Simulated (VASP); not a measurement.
Wanted: the native input for a VASP 6.6.1 run.

```yaml
Task: single point
Functional: PBE
Potentials_or_basis: VASP PAW PBE potentials, release 64 (Hg)
Cutoff: 520 eV
k_mesh: 15 × 15 × 15
Occupations: gaussian, width 0.1 eV
Spin: no spin polarisation
Dipole_correction: no
Further_INCAR_settings: ALGO = Fast; EDIFF = 1e-06; NBANDS = 12
```

The structure of Hg lies in POSCAR:

```
Hg
1.0
    1.7734580667      1.0239064923      2.2230980800
   -1.7734580667      1.0239064923      2.2230980800
    0.0000000000     -2.0478129844      2.2230980800
Hg
1
Direct
    0.0000000000      0.0000000000      0.0000000000
```

This cell differs from its parent crystal: strained.

One way to write it, as run:

INCAR

```
PREC = Accurate ; ENCUT = 520
EDIFF = 1E-6 ; ISMEAR = 0
SIGMA = 0.1 ; LREAL = False
LASPH = True ; NELM = 80
ALGO = Fast ; ISIF = 2
LWAVE = False ; LCHARG = False
GGA = PE ; NBANDS = 12
```

KPOINTS

```
regular mesh
0
Gamma
  15 15 15
```

Potentials or basis: VASP PAW PBE potentials, release 64 (Hg).

Command:

```console
$ cat potpaw_PBE.64/Hg/POTCAR > POTCAR
$ mpirun -np 1 vasp_std > vasp.out
```

Results of the run:

| Item | Value |
| --- | --- |
| Pressure | 4.4 GPa |
| Band gap on the k mesh | zero (bands 6 and 7 overlap by 2.95 eV) |

Caveat: the cell differs from its parent crystal (strained); the cell stands under pressure; spin-orbit coupling is left out, which moves the levels of the heavy elements.

Wall time 94 s on 1 thread of Intel Xeon 8259CL, on a shared host, peak memory 0.21 GiB.
